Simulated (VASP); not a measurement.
Write the native input for VASP 6.6.1 that does the following.

```yaml
Task: G0W0 quasiparticle levels
Functional: PBE
Potentials_or_basis: VASP PAW PBE potentials, release 64 (C_GW)
Cutoff: 500 eV
k_mesh: 4 × 4 × 4
Occupations: gaussian, width 0.01 eV
Spin: no spin polarisation
Dipole_correction: no
GW_scheme: G0W0
GW_iterations: 1
Cutoff_of_the_response_function: 180
Frequency_points: 48
Empty_bands: 110
Further_INCAR_settings: ALGO = EVGW0; EDIFF = 1e-08; NBANDS = 114
```

Crystal: C.

```
CELL_PARAMETERS angstrom
0.00000 1.78350 1.78350
1.78350 0.00000 1.78350
1.78350 1.78350 0.00000
ATOMIC_POSITIONS crystal
C 0.00000 0.00000 0.00000
C 0.25000 0.25000 0.25000
```

These files were run (other wordings do the same):

POSCAR

```
C
1.0
    0.0000000000      1.7835000000      1.7835000000
    1.7835000000      0.0000000000      1.7835000000
    1.7835000000      1.7835000000      0.0000000000
C
2
Direct
    0.0000000000      0.0000000000      0.0000000000
    0.2500000000      0.2500000000      0.2500000000
```

INCAR.step1

```
SYSTEM = C
PREC = Accurate
ENCUT = 500
EDIFF = 1E-8
ISMEAR = 0
SIGMA = 0.01
LREAL = .FALSE.
LASPH = .TRUE.
NELM = 60
ALGO = Normal
LWAVE = .TRUE.
LCHARG = .FALSE.
GGA = PE
```

INCAR.step2

```
SYSTEM = C
PREC = Accurate
ENCUT = 500
EDIFF = 1E-8
ISMEAR = 0
SIGMA = 0.01
LREAL = .FALSE.
LASPH = .TRUE.
NELM = 1
ALGO = Exact
LWAVE = .TRUE.
LCHARG = .FALSE.
GGA = PE
NBANDS = 114
LOPTICS = .TRUE.
ISTART = 1
```

INCAR.step3

```
SYSTEM = C
PREC = Accurate
ENCUT = 500
EDIFF = 1E-8
ISMEAR = 0
SIGMA = 0.01
LREAL = .FALSE.
LASPH = .TRUE.
ALGO = EVGW0
LWAVE = .FALSE.
LCHARG = .FALSE.
GGA = PE
NELMGW = 1
NBANDS = 114
ENCUTGW = 180.0
NOMEGA = 48
PRECFOCK = Fast
ISTART = 1
NBANDSGW = 12
```

KPOINTS

```
regular mesh
0
G
  4 4 4
  0 0 0
```

Potentials or basis: VASP PAW PBE potentials, release 64 (C_GW).

Command:

```console
$ cat potpaw_PBE.64/C_GW/POTCAR > POTCAR
$ cp INCAR.step1 INCAR
$ mpirun -np 1 vasp_std > vasp.out
$ cp INCAR.step2 INCAR
$ mpirun -np 1 vasp_std > vasp.out
$ cp INCAR.step3 INCAR
$ mpirun -np 1 vasp_std > vasp.out
```

Results of the run:

```yaml
Quasiparticle_gap: 5.82 eV
Least_direct_quasiparticle_gap: 7.28 eV
Band_gap_of_the_starting_levels_on_the_mesh: 4.43 eV
Least_direct_gap_of_the_starting_levels_on_the_mesh: 5.58 eV
```

Caveat: the k points lie up to 0.76 Å⁻¹ apart; bands, screening cutoff and mesh are small and nothing is extrapolated, so the quasiparticle values aren't converged.

Wall time 29 s on 1 thread of Intel(R) Xeon(R) Platinum 8259CL CPU @ 2.50GHz (Skylake/Cascade Lake), with other jobs on the host, peak memory 0.16 GiB.
